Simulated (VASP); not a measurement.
# Ni (Fm-3m) in VASP: further runs, part 3 of 3

VASP 6.6.1.

### Step 4. Relaxation of cell and atoms, PBE, collinear spin, ferromagnetic start, target pressure 320 GPa, at which the enthalpy is minimised

The input, INCAR:

```
ALGO = Normal
EDIFF = 1E-7
EDIFFG = -0.005
ENCUT = 600
GGA = PE
IBRION = 2
ISIF = 3
ISMEAR = -1
ISPIN = 2
LASPH = True
LCHARG = False
LMAXMIX = 4
LORBIT = 11
LREAL = False
LWAVE = False
MAGMOM = 1
NELM = 150
NSW = 60
PREC = Accurate
PSTRESS = 3200.0
SIGMA = 0.1
```

The input, KPOINTS:

```
k-points
0
Gamma
  22 22 22
```

The input, POSCAR:

```
Ni
1.0
    0.0000000000      1.4922180168      1.4922180168
    1.4922180168      0.0000000000      1.4922180168
    1.4922180168      1.4922180168      0.0000000000
Ni
1
Direct
    0.0000000000      0.0000000000      0.0000000000
```

Potentials or basis: VASP PAW PBE potentials, release 64 (Ni).

Started as:

```bash
$ cat potpaw_PBE.64/Ni/POTCAR > POTCAR
$ mpirun -np 1 vasp_std > vasp.out
```

OUTCAR:

```text
EDIFF = 1E-7
   EDIFFG = -0.005
   ENCUT = 600
   GGA = PE
   IBRION = 2
   ISIF = 3
   ISMEAR = -1
   ISPIN = 2
   LASPH = True
   LORBIT = 11
   LREAL = False
   NELM = 150
   NSW = 60
   PREC = Accurate
   PSTRESS = 3200.0

 ion  position               nearest neighbor table
   1  0.000  0.000  0.000-

  LATTYP: Found a face centered cubic cell.
 ALAT       =     2.9844360336

  Lattice vectors:

 A1 = (   0.0000000000,   1.4922180168,   1.4922180168)
 A2 = (   1.4922180168,   0.0000000000,   1.4922180168)
 A3 = (   1.4922180168,   1.4922180168,   0.0000000000)

Analysis of symmetry for initial positions (statically):
=====================================================================
 Subroutine PRICEL returns:
 Original cell was already a primitive cell.

 Routine SETGRP: Setting up the symmetry group for a
 face centered cubic supercell.

 Subroutine GETGRP returns: Found 48 space group operations
 (whereof 48 operations were pure point group operations)
 out of a pool of 48 trial point group operations.

The static configuration has the point symmetry O_h .

Analysis of symmetry for dynamics (positions and initial velocities):
=====================================================================
 Subroutine PRICEL returns:
 Original cell was already a primitive cell.

 Routine SETGRP: Setting up the symmetry group for a
 face centered cubic supercell.

 Subroutine GETGRP returns: Found 48 space group operations
 (whereof 48 operations were pure point group operations)
 out of a pool of 48 trial point group operations.

The dynamic configuration has the point symmetry O_h .

Analysis of structural, dynamic, and magnetic symmetry:
=====================================================================
 Subroutine PRICEL returns:
 Original cell was already a primitive cell.

 Routine SETGRP: Setting up the symmetry group for a
 face centered cubic supercell.

 Subroutine GETGRP returns: Found 48 space group operations
 (whereof 48 operations were pure point group operations)
 out of a pool of 48 trial point group operations.

The overall configuration has the point symmetry O_h .

[... 136 lines left out ...]

 number of electron      10.0000001 magnetization       0.3871648

 Free energy of the ion-electron system (eV)
  ---------------------------------------------------
  ext. energy  EPLUGINS =         0.00000000
  ---------------------------------------------------
  free energy    TOTEN  =        -2.86145810 eV

  energy without entropy =       -2.81829709  energy(sigma->0) =       -2.83987759

------------------------ aborting loop because EDIFF is reached ----------------------------------------

  FORCE on cell =-STRESS in cart. coord.  units (eV):
  Direction    XX          YY          ZZ          XY          YZ          ZX
  --------------------------------------------------------------------------------------
  -------------------------------------------------------------------------------------
  Total       13.2356552     13.2356552     13.2356552      0.0000000      0.0000000      0.0000000
  in kB     3191.0175565   3191.0175565   3191.0175565      0.0000000      0.0000000      0.0000000
  external PRESSURE =      -8.9824435 kB  Pullay stress =    3200.0000000 kB
[... 61 lines left out ...]
--------------------------------------- Ionic step        3  -------------------------------------------

 number of electron      10.0000001 magnetization       0.3864861

 Free energy of the ion-electron system (eV)
  ---------------------------------------------------
  ext. energy  EPLUGINS =         0.00000000
  ---------------------------------------------------
  free energy    TOTEN  =        -2.85261768 eV

  energy without entropy =       -2.80943787  energy(sigma->0) =       -2.83102777

 E-fermi :  18.5696     XC(G=0): -16.4450

 val. band max:       18.5675989813   @ k =  -0.4545   0.5000   0.0455
 cond. band min:      18.5710564317   @ k =   0.3636   0.1818   0.0000
 fundamental gap:      0.0034574504
 Fermi energy:        18.5695815849

 spin component 1

 k-point     1 :       0.0000    0.0000    0.0000
  band No.  band energies     occupation
      1       5.6421      1.00000
      2      14.4208      1.00000
      3      14.4208      1.00000
      4      14.4208      1.00000
      5      16.7689      1.00000
      6      16.7689      1.00000
      7      46.0928      0.00000
      8      54.1591      0.00000
      9      54.1591      0.00000
     10      54.1591      0.00000
[... 287 lines left out ...]
 k-point    24 :      -0.4545    0.0455    0.0000
  band No.  band energies     occupation
      1      10.1896      1.00000
      2      14.2454      1.00000
      3      14.3802      1.00000
      4      16.6803      1.00000
      5      18.1847      0.97914
      6      18.9836      0.01567
      7      29.2868      0.00000
      8      44.2646      0.00000
      9      51.5950      0.00000
     10      52.5789      0.00000

 [... further k-points ...]

 spin component 2

 k-point     1 :       0.0000    0.0000    0.0000
  band No.  band energies     occupation
      1       5.6511      1.00000
      2      14.8791      1.00000
      3      14.8791      1.00000
      4      14.8791      1.00000
      5      17.1451      1.00000
      6      17.1451      1.00000
      7      46.0485      0.00000
      8      54.1482      0.00000
      9      54.1482      0.00000
     10      54.1482      0.00000
[... 331 lines left out ...]
  energy  without entropy=       -2.8094378690  energy(sigma->0) =       -2.83102777

  enthalpy is  TOTEN    =        10.4114406310 eV   P V=       13.2640583103

 reached required accuracy - stopping structural energy minimisation

 total charge

# of ion       s       p       d       tot
------------------------------------------
    1        0.794   1.142   8.830  10.766

 magnetization (x)

# of ion       s       p       d       tot
------------------------------------------
    1       -0.005  -0.020   0.390   0.365
```

OSZICAR:

```text
N       E                     dE             d eps       ncg     rms          rms(c)
DAV:   1     0.291599066297E+02    0.29160E+02   -0.52078E+03 13594   0.160E+03
DAV:   2    -0.291377265069E+01   -0.32074E+02   -0.30442E+02 13560   0.193E+02
[... 26 lines left out ...]
DAV:   3    -0.285268296796E+01    0.18648E-03   -0.39299E-04 14048   0.382E-01    0.857E-02
DAV:   4    -0.285261791320E+01    0.65055E-04   -0.50181E-05 16808   0.691E-02    0.384E-02
DAV:   5    -0.285261560124E+01    0.23120E-05   -0.83365E-06 18812   0.282E-02    0.736E-03
DAV:   6    -0.285261755949E+01   -0.19583E-05   -0.21443E-07 11278   0.601E-03    0.139E-03
DAV:   7    -0.285261770625E+01   -0.14675E-06   -0.43988E-08  6756   0.383E-03    0.433E-04
DAV:   8    -0.285261767929E+01    0.26954E-07   -0.38718E-09  6602   0.817E-04
   3 F= 0.10411441E+02 E0= 0.10433031E+02  d E =-.137089E-04  mag=     0.3865
```

Run time: 1.8 min. Hardware: 1 thread of Intel Xeon Platinum 8259CL at 2.50GHz (Skylake/Cascade Lake), shared host; peak memory 0.17 GiB.

Results:

* Free energy: -2.8526 eV
* Relaxed volume: 6.64 Å³/atom
* Relaxed cell: a = 2.110 Å, b = 2.110 Å, c = 2.110 Å, α = 60.00°, β = 60.00°, γ = 60.00°
* Space group after relaxing (to 0.05 Å): Fm-3m (No. 225)
* Energy change on relaxing (the enthalpy is what falls): +8.8 meV/atom
* Ionic steps: 3
* Pressure after relaxing: 320.0 GPa
* Net moment: 0.39 μB per cell
* Site moments: Ni +0.36 μB

The path:
```tsv
step	energy change (eV)	largest force (eV/Å)	pressure (GPa)	volume (Å³)
1	0.0000	0.0000	319.10	6.65
2	0.0721	0.0000	326.71	6.61
3	0.0088	0.0000	320.03	6.64
```

Final structure:
```
Ni
1.0
     0.00000    1.49189    1.49189
     1.49189    0.00000    1.49189
     1.49189    1.49189    0.00000
Ni
1
Direct
  0.00000 0.00000 0.00000
```

Levels at points of the mesh, in eV from the Fermi level:
Spin up:
```tsv
k point	band 1	band 2	band 3	band 4	band 5	band 6	band 7	band 8	band 9	band 10
(0.00, 0.00, 0.00)	-12.93	-4.15	-4.15	-4.15	-1.80	-1.80	27.52	35.59	35.59	35.59
(0.50, 0.00, 0.00)	-8.46	-4.26	-4.26	-1.12	-0.30	-0.30	10.47	25.79	34.36	34.36
(0.50, 0.50, 0.00)	-8.86	-7.88	-0.29	0.07	0.07	3.16	14.70	20.18	20.18	27.53
```
Spin down:
| k point | band 3 | band 4 | band 5 | band 6 | band 7 | band 8 |
| --- | --- | --- | --- | --- | --- | --- |
| (0.00, 0.00, 0.00) | -3.69 | -3.69 | -1.42 | -1.42 | 27.48 | 35.58 |
| (0.50, 0.00, 0.00) | -3.88 | -1.12 | 0.19 | 0.19 | 10.77 | 25.75 |
| (0.50, 0.50, 0.00) | 0.11 | 0.62 | 0.62 | 3.18 | 14.90 | 20.21 |

Caveat: the cell is relaxed towards a set pressure, so the enthalpy falls and the energy may rise.

### Step 5. Relaxation of cell and atoms, PBE, collinear spin, ferromagnetic start, target pressure 320 GPa, at which the enthalpy is minimised

The input, INCAR:

```
SYSTEM = Ni
  ALGO = Normal
  EDIFF = 1E-6
  EDIFFG = -0.005
  ENCUT = 600
  GGA = PE
  IBRION = 2
  ISIF = 3
  ISMEAR = -1
  ISPIN = 2
  LASPH = .True.
  LCHARG = .False.
  LMAXMIX = 4
  LORBIT = 11
  LREAL = .False.
  LWAVE = .False.
  MAGMOM = 1
  NELM = 150
  NSW = 32
  PREC = Accurate
  PSTRESS = 3200.0
  SIGMA = 0.1
```

The input, KPOINTS:

```
k-points
0
Gamma
  22 22 22
  0 0 0
```

The input, POSCAR:

```
Ni
1.0
    0.0000000000      1.4921391660      1.4921391660
    1.4921391660      0.0000000000      1.4921391660
    1.4921391660      1.4921391660      0.0000000000
Ni
1
Direct
    0.0000000000      0.0000000000      0.0000000000
```

Started as:

```bash
$ cat potpaw_PBE.64/Ni/POTCAR > POTCAR
$ mpirun -np 1 vasp_std > vasp.out
```

It took 2 min on 1 thread of Intel Xeon Platinum 8259CL at 2.50GHz (Skylake/Cascade Lake), shared host; peak memory 0.17 GiB.

The run converged. Its results:

```
Free energy                                            : -2.8524 eV
Relaxed volume                                         : 6.64 Å³/atom
Relaxed cell                                           : a = 2.110 Å, b = 2.110 Å, c = 2.110 Å, α = 60.00°, β = 60.00°, γ = 60.00°
Space group after relaxing (to 0.05 Å)                 : Fm-3m (No. 225)
Energy change on relaxing (the enthalpy is what falls) : +7.0 meV/atom
Ionic steps                                            : 3
Pressure after relaxing                                : 320.0 GPa
Net moment                                             : 0.39 μB per cell
Site moments                                           : Ni +0.36 μB
```

The path:
```tsv
step	energy change (eV)	largest force (eV/Å)	pressure (GPa)	volume (Å³)
1	0.0000	0.0000	319.29	6.64
2	0.0571	0.0000	325.37	6.62
3	0.0070	0.0000	320.05	6.64
```

Final structure:
```
Ni
1.0
     0.00000    1.49188    1.49188
     1.49188    0.00000    1.49188
     1.49188    1.49188    0.00000
Ni
1
Direct
  0.00000 0.00000 0.00000
```

Levels at points of the mesh, in eV from the Fermi level:
Spin up:
| k point | band 2 | band 3 | band 4 | band 5 | band 6 | band 7 | band 8 | band 9 |
| --- | --- | --- | --- | --- | --- | --- | --- | --- |
| (0.00, 0.00, 0.00) | -4.15 | -4.15 | -4.15 | -1.80 | -1.80 | 27.52 | 35.59 | 35.59 |
| (0.50, 0.00, 0.00) | -4.26 | -4.26 | -1.12 | -0.30 | -0.30 | 10.47 | 25.79 | 34.36 |
| (0.50, 0.50, 0.00) | -7.88 | -0.29 | 0.07 | 0.07 | 3.15 | 14.70 | 20.18 | 20.18 |
Spin down:
| k point | band 1 | band 2 | band 3 | band 4 | band 5 | band 6 | band 7 | band 8 | band 9 | band 10 |
| --- | --- | --- | --- | --- | --- | --- | --- | --- | --- | --- |
| (0.00, 0.00, 0.00) | -12.92 | -3.69 | -3.69 | -3.69 | -1.42 | -1.42 | 27.48 | 35.58 | 35.58 | 35.58 |
| (0.50, 0.00, 0.00) | -8.19 | -3.88 | -3.88 | -1.12 | 0.19 | 0.19 | 10.77 | 25.75 | 34.43 | 34.43 |
| (0.50, 0.50, 0.00) | -8.66 | -7.52 | 0.11 | 0.62 | 0.62 | 3.18 | 14.90 | 20.21 | 20.21 | 27.71 |

Caveat: the cell is relaxed towards a set pressure, so the enthalpy falls and the energy may rise.
